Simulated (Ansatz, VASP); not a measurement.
## BPd4: VASP beside Ansatz

```xyz
5
Lattice="2.8920 0.0000 0.0000 0.0000 4.3650 0.0000 0.0000 0.0000 5.8563" Properties=species:S:1:pos:R:3 pbc="T T T"
Pd    1.4460    0.0000    1.1571
Pd    0.0000    0.0000    3.6278
Pd    0.0000    2.1825    1.9277
Pd    1.4460    2.1825    5.0807
B     1.4460    0.0000    5.0553
```

Alike in both runs: task single point; functional PBE; k mesh 9 × 6 × 5; occupations fermi-dirac, width 0.05 eV; no spin polarisation.

|  | VASP | Ansatz |
| --- | --- | --- |
| version | VASP 6.6.1 | Ansatz 0.2.0 |
| potentials or method | VASP PAW PBE potentials, release 64 (Pd, B) | Ansatz PAW |
| plane-wave cutoff (eV) | 520 | 420 |
| valence electrons in the cell | 43 | 75 |

Ansatz gave:

```
gap on the k mesh at the Fermi level (eV)                     : none
pressure (GPa)                                                : -1.2
traceless stress, the component that is largest in VASP (GPa) : 0.65
rms of the force components (eV/Å)                            : 0.079
```

Question: What did VASP give for the same quantities?

Answer: gap on the k mesh at the Fermi level (eV): none; pressure (GPa): -1.2; traceless stress, the component that is largest in VASP (GPa): 0.51; rms of the force components (eV/Å): 0.060.

Atom by atom the forces differ by 0.022 eV/Å (rms over components). A gap of «none» marks a metal or a gap that the smearing closes. VASP's potentials hold 43 valence electrons a cell and Ansatz's 75, so a difference there can come from the potentials and not from the codes.
